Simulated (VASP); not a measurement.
# Te (Fmmm) in VASP: further runs

Te is run at these levels: PBEsol; tasks: single point.

Program: VASP 6.6.1. These are calculated values, not measurements. Logs are shortened: lines on timing, memory, paths and dates and some standing lists are left out, and cuts for length are marked.

### 1 The cell of the first run

It takes space group Fmmm (No. 69, orthorhombic). Conventional cell: a = 4.163 Å, b = 4.677 Å, c = 12.174 Å, α = 90.00°, β = 90.00°, γ = 90.00°. Within 4.0 Å of Te (site symmetry mm2) lie 9 Te at 3.04 to 3.84 Å.

### 2 Single point, PBEsol

Contents of INCAR:

```
  PREC = Accurate
  ENCUT = 520
  EDIFF = 1E-6
  ISMEAR = 0
  SIGMA = 0.1
  LREAL = F
  LASPH = T
  NELM = 100
  ALGO = Normal
  ISIF = 2
  LWAVE = F
  LCHARG = F
  GGA = PS
  NBANDS = 13
```

Contents of KPOINTS:

```
Automatic mesh
0
Gamma
  18 18 18
```

Contents of POSCAR:

```
Te
1.0
    0.0000000000      2.3385388442      6.0870207248
    2.0812881436      0.0000000000      6.0870207248
    2.0812881436      2.3385388442      0.0000000000
Te
2
Direct
    0.1247480103      0.1247480103      0.8752519897
    0.8752519897      0.8752519897      0.1247480103
```

Potentials or basis: VASP PAW PBE potentials, release 64 (Te).

Launch:

```sh
cat potpaw_PBE.64/Te/POTCAR > POTCAR
mpirun -np 1 vasp_std > vasp.out
```

OUTCAR:

```text
PREC = Accurate
   ENCUT = 520
   EDIFF = 1E-6
   ISMEAR = 0
   LREAL = F
   LASPH = T
   NELM = 100
   ISIF = 2
   GGA = PS

 ion  position               nearest neighbor table
   1  0.125  0.125  0.875-   2 3.04
   2  0.875  0.875  0.125-   1 3.04

  LATTYP: Found a face centered orthorhombic cell.
 ALAT       =     4.1625762872
 B/A-ratio  =     1.1236016749
 C/A-ratio  =     2.9246410419

  Lattice vectors:

 A1 = (   0.0000000000,   2.3385388442,   6.0870207248)
 A2 = (   2.0812881436,   0.0000000000,   6.0870207248)
 A3 = (   2.0812881436,   2.3385388442,   0.0000000000)

Analysis of symmetry for initial positions (statically):
=====================================================================
 Subroutine PRICEL returns:
 Original cell was already a primitive cell.

 Routine SETGRP: Setting up the symmetry group for a
 face centered orthorhombic supercell.

 Subroutine GETGRP returns: Found  8 space group operations
 (whereof  8 operations were pure point group operations)
 out of a pool of  8 trial point group operations.

The static configuration has the point symmetry D_2h.

Analysis of symmetry for dynamics (positions and initial velocities):
=====================================================================
 Subroutine PRICEL returns:
 Original cell was already a primitive cell.

 Routine SETGRP: Setting up the symmetry group for a
 face centered orthorhombic supercell.

 Subroutine GETGRP returns: Found  8 space group operations
 (whereof  8 operations were pure point group operations)
 out of a pool of  8 trial point group operations.

The dynamic configuration has the point symmetry D_2h.

 Subroutine INISYM returns: Found  8 space group operations
 (whereof  8 operations are pure point group operations),
 and found     1 'primitive' translations

----------------------------------------------------------------------------------------

                                     Primitive cell

  volume of cell :      59.2532

  direct lattice vectors                    reciprocal lattice vectors
     0.000000000  2.338538844  6.087020725    -0.240235837  0.213808721  0.082141991
     2.081288144  0.000000000  6.087020725     0.240235837 -0.213808721  0.082141991
     2.081288144  2.338538844  0.000000000     0.240235837  0.213808721 -0.082141991

  length of vectors
     6.520781029  6.433007200  3.130578902     0.331925795  0.331925795  0.331925795

[... 88 lines left out ...]
   POTIM  = 0.5000    time-step for ionic-motion
   TEBEG  =    0.0;   TEEND  =   0.0 temperature during run
   PSTRESS=    0.0 pullay stress
   NELECT =      12.0000    total number of electrons
   NUPDOWN=      -1.0000    fix difference up-down
   EMIN   =  10.00;   EMAX   =-10.00  energy-range for DOS
   EFERMI =   0.00;   METHOD = LEGACY
   ISMEAR =     0;   SIGMA  =   0.10  broadening in eV -4-tet -1-fermi 0-gaus
   EFERMI_NEDOS =   21; number of points for ismear=-14 and -15
   IALGO  =     38    algorithm
   IMIX   =      4    mixing-type and parameters
     AMIX     =   0.40;   BMIX     =  1.00
     AMIX_MAG =   1.60;   BMIX_MAG =  1.00
  volume/ion in A,a.u.               =      29.63       199.93
  Fermi-wavevector in a.u.,A,eV,Ry     =   0.961387  1.816757 12.575377  0.924264
  Thomas-Fermi vector in A             =   2.090754
   LORBIT       =      0    0 simple, 1 ext, 2 COOP (PROOUT), +10 PAW based schemes
   GGA     = PS    functional components
   LHFCALC =     F    Hartree Fock is set to
   AEXX    =    0.0000 exact exchange contribution
   IVDW    =     0    specifies the selected vdW correction
   LEPSILON=     F    determine dielectric tensor
   LRPA    =     F    only Hartree local field effects (RPA)
 non-spin polarized calculation
 Gauss-broadening in eV      SIGMA  =   0.10
  energy-cutoff  :      520.00
  volume of cell :       59.25
 maximum number of plane-waves:      1618
   NGX = 25   NGY = 23   NGZ = 11

 number of electron      12.0000001 magnetization

 Free energy of the ion-electron system (eV)
  ---------------------------------------------------
  ext. energy  EPLUGINS =         0.00000000
  ---------------------------------------------------
  free energy    TOTEN  =        -6.86425346 eV

  energy without entropy =       -6.85701260  energy(sigma->0) =       -6.86063303

 E-fermi :   7.5555     XC(G=0):  -9.9213

 val. band max:        7.5519677629   @ k =   0.3889  -0.1667   0.2222
 cond. band min:       7.5579202515   @ k =   0.3333  -0.2222   0.1111
 fundamental gap:      0.0059524886
 Fermi energy:         7.5555255089

 k-point     1 :       0.0000    0.0000    0.0000
  band No.  band energies     occupation
      1      -6.6723      2.00000
      2      -4.6373      2.00000
      3       1.1082      2.00000
      4       8.8010      0.00000
      5       9.2143      0.00000
      6       9.3211      0.00000
      7       9.7007      0.00000
      8       9.9151      0.00000
      9      14.2020      0.00000
     10      14.2730      0.00000
     11      14.3226      0.00000
     12      14.7081      0.00000
     13      15.0450      0.00000
[... 354 lines left out ...]
  band No.  band energies     occupation
      1      -5.6670      2.00000
      2      -3.8076      2.00000
      3       2.1467      2.00000
      4       4.0887      2.00000
      5       4.6065      2.00000
      6       8.9503      0.00000
      7       9.9439      0.00000
      8      10.4298      0.00000
      9      13.8802      0.00000
     10      14.8639      0.00000
     11      15.5425      0.00000
     12      15.9538      0.00000
     13      16.4911      0.00000

 [... further k-points ...]

------------------------ aborting loop because EDIFF is reached ----------------------------------------

  FORCE on cell =-STRESS in cart. coord.  units (eV):
  Direction    XX          YY          ZZ          XY          YZ          ZX
  --------------------------------------------------------------------------------------
  -------------------------------------------------------------------------------------
  Total       -0.0065601      0.0107611      0.0390282      0.0000000      0.0000000      0.0000000
  in kB       -0.1773824      0.2909745      1.0553048      0.0000000      0.0000000      0.0000000
  external PRESSURE =       0.3896323 kB  Pullay stress =       0.0000000 kB

 VOLUME and BASIS-vectors are now :
 -----------------------------------------------------------------------------
  energy-cutoff  :      520.00
  volume of cell :       59.25
      direct lattice vectors                 reciprocal lattice vectors
     0.000000000  2.338538844  6.087020725    -0.240235837  0.213808721  0.082141991
     2.081288144  0.000000000  6.087020725     0.240235837 -0.213808721  0.082141991
     2.081288144  2.338538844  0.000000000     0.240235837  0.213808721 -0.082141991

 POSITION                                       TOTAL-FORCE (eV/Angst)
 -----------------------------------------------------------------------------------
      2.08129      2.33854      1.51869         0.000000      0.000000      0.010608
      2.08129      2.33854     10.65535         0.000000      0.000000     -0.010608
 -----------------------------------------------------------------------------------
    total drift:                                0.000000      0.000000     -0.000000

  FREE ENERGIE OF THE ION-ELECTRON SYSTEM (eV)
  ---------------------------------------------------
  free  energy   TOTEN  =        -6.8642534561 eV

  energy  without entropy=       -6.8570125954  energy(sigma->0) =       -6.86063303
```

OSZICAR:

```text
N       E                     dE             d eps       ncg     rms          rms(c)
DAV:   1     0.402782904254E+02    0.40278E+02   -0.45071E+03 22490   0.746E+02
DAV:   2    -0.446921159941E+01   -0.44748E+02   -0.42269E+02 30702   0.111E+02
DAV:   3    -0.683633982589E+01   -0.23671E+01   -0.23481E+01 28489   0.277E+01
DAV:   4    -0.686725541768E+01   -0.30916E-01   -0.30894E-01 26340   0.384E+00
DAV:   5    -0.686789794191E+01   -0.64252E-03   -0.64252E-03 28245   0.563E-01    0.110E+01
DAV:   6    -0.686512960471E+01    0.27683E-02   -0.34180E-03 25720   0.342E-01    0.680E+00
DAV:   7    -0.686432437039E+01    0.80523E-03   -0.61564E-03 25810   0.435E-01    0.176E-01
DAV:   8    -0.686425590396E+01    0.68466E-04   -0.43909E-04 24885   0.135E-01    0.907E-02
DAV:   9    -0.686425509601E+01    0.80795E-06   -0.51408E-05 27150   0.403E-02    0.378E-02
DAV:  10    -0.686425368920E+01    0.14068E-05   -0.18556E-06 25506   0.892E-03    0.786E-03
DAV:  11    -0.686425345614E+01    0.23306E-06   -0.27729E-07 14025   0.342E-03
   1 F= -.68642535E+01 E0= -.68606330E+01  d E =-.724086E-02
```

stdout:

```text
POSCAR found type information on POSCAR Te
 POSCAR found :  1 types and       2 ions
 scaLAPACK will be used
 -----------------------------------------------------------------------------
|                                                                             |
|                                                                             |
|     You enforced a specific xc type in the INCAR file but a different       |
|     I HOPE YOU KNOW WHAT YOU ARE DOING!                                     |
|                                                                             |
 -----------------------------------------------------------------------------

 LDA part: xc-table for (Slater+PW92), standard interpolation
 POSCAR, INCAR and KPOINTS ok, starting setup
 FFT: planning ... GRIDC
 FFT: planning ... GRID_SOFT
 FFT: planning ... GRID
 WAVECAR not read
 entering main loop
```

Wall time 18 min (1 thread of AMD EPYC 7R13, shared host); peak memory 0.63 GiB.

What came out:

| Item | Value |
| --- | --- |
| Free energy | -6.8643 eV |
| Pressure | 0.0 GPa |
| Largest force | 0.011 eV/Å |
| Band gap on the k mesh | zero (bands 6 and 7 overlap by 4.94 eV) |

Forces in eV/Å, atoms in the order of the input:
```
Te   0.000  0.000  0.011
Te   0.000  0.000 -0.011
```

Caveat: the PAW data sets were made with another functional, which shifts forces and pressure a little; spin-orbit coupling is left out, which moves the levels of the heavy elements.

### 3 Single point, PBEsol

Contents of INCAR:

```
SYSTEM = Te
  ALGO = Normal
  EDIFF = 1E-6
  ENCUT = 520
  GGA = PS
  ISIF = 2
  ISMEAR = 0
  LASPH = .True.
  LCHARG = .False.
  LREAL = .False.
  LWAVE = .False.
  NBANDS = 13
  NELM = 80
  PREC = Accurate
  SIGMA = 0.1
```

Contents of KPOINTS:

```
k-points
0
Gamma
  18 18 18
  0 0 0
```

Contents of POSCAR:

```
Te
1.0
    0.0000000000      2.3392291357      6.0913179154
    2.0792747088      0.0000000000      6.0913179154
    2.0792747088      2.3392291357      0.0000000000
Te
2
Direct
    0.8753022211      0.8753022211      0.1246977789
    0.1246977789      0.1246977789      0.8753022211
```

Potentials or basis: VASP PAW PBE potentials, release 64 (Te).

Launch:

```sh
cat potpaw_PBE.64/Te/POTCAR > POTCAR
mpirun -np 1 vasp_std > vasp.out
```

Run time: 5.3 min. Hardware: 1 thread of Intel Xeon 6975P-C (Granite Rapids), shared host; peak memory 0.66 GiB.

The run converged. Its results:

| Item | Value |
| --- | --- |
| Free energy | -6.8643 eV |
| Pressure | 0.0 GPa |
| Largest force | 0.013 eV/Å |
| Band gap on the k mesh | zero (bands 6 and 7 overlap by 4.96 eV) |

Forces on the atoms (eV/Å):
```
Te   0.000  0.000 -0.013
Te   0.000  0.000  0.013
```

Levels at points of the mesh, in eV from the Fermi level:
```
           k point  band 4  band 5  band 6  band 7  band 8  band 9
(0.00, 0.00, 0.00)    1.23    1.66    1.77    2.15    2.37    6.63
(0.50, 0.00, 0.00)   -5.57   -3.11   -0.16    2.77    3.67    4.22
(0.50, 0.50, 0.00)   -2.97    0.99    1.57    2.70    3.19    5.99
(0.50, 0.00, 0.50)   -3.65   -3.53   -3.47   -2.43    1.49    2.46
(0.00, 0.50, 0.50)   -4.67   -4.24   -2.47   -1.68    0.97    2.27
```

Caveat: the PAW data sets were made with another functional, which shifts forces and pressure a little; spin-orbit coupling is left out, which moves the levels of the heavy elements.
